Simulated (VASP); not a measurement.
Write the native input for VASP 6.6.1 that does the following.

```yaml
Task: single point
Functional: PBEsol
Potentials_or_basis: VASP PAW PBE potentials, release 64 (Se)
Cutoff: 520 eV
k_mesh: 6 × 6 × 5
Occupations: fermi-dirac, width 0.03 eV
Spin: no spin polarisation
Dipole_correction: no
Further_INCAR_settings: ALGO = Normal; EDIFF = 1e-06; NBANDS = 16
```

The structure of Se lies in POSCAR:

```
Se
1.0
    4.4971859474      0.0000000000      0.0000000000
   -2.2485929737      3.8946772760      0.0000000000
    0.0000000000      0.0000000000      4.9536000000
Se
3
Direct
    0.2254000000      0.0000000000      0.3333333333
    0.0000000000      0.2254000000      0.6666666667
    0.7746000000      0.7746000000      0.0000000000
```

This cell differs from its parent crystal: equal xx and yy strain of +3 %.

One way to write it, as run:

INCAR

```
SYSTEM = Se
PREC = Accurate
ENCUT = 520
EDIFF = 1E-6
ISMEAR = -1
SIGMA = 0.03
LREAL = .False.
LASPH = .True.
NELM = 80
ALGO = Normal
ISIF = 2
LWAVE = .False.
LCHARG = .False.
GGA = PS
NBANDS = 16
```

KPOINTS

```
Automatic mesh
0
Gamma
  6 6 5
  0 0 0
```

Potentials or basis: VASP PAW PBE potentials, release 64 (Se).

Command:

```console
$ cat potpaw_PBE.64/Se/POTCAR > POTCAR
$ mpirun -np 1 vasp_std > vasp.out
```

It gave:

- Pressure: -2.1 GPa
- Largest force: 0.235 eV/Å
- Band gap on the k mesh: 1.23 eV, indirect (least direct gap 1.56 eV)

Caveat: the cell differs from its parent crystal (equal xx and yy strain of +3 %); the PAW data sets were made with another functional, which shifts forces and pressure a little.

Run time: 30 s on 1 thread of AMD EPYC 7R43 64-Core Processor (Zen 3), with other jobs on the host, peak memory 0.17 GiB.
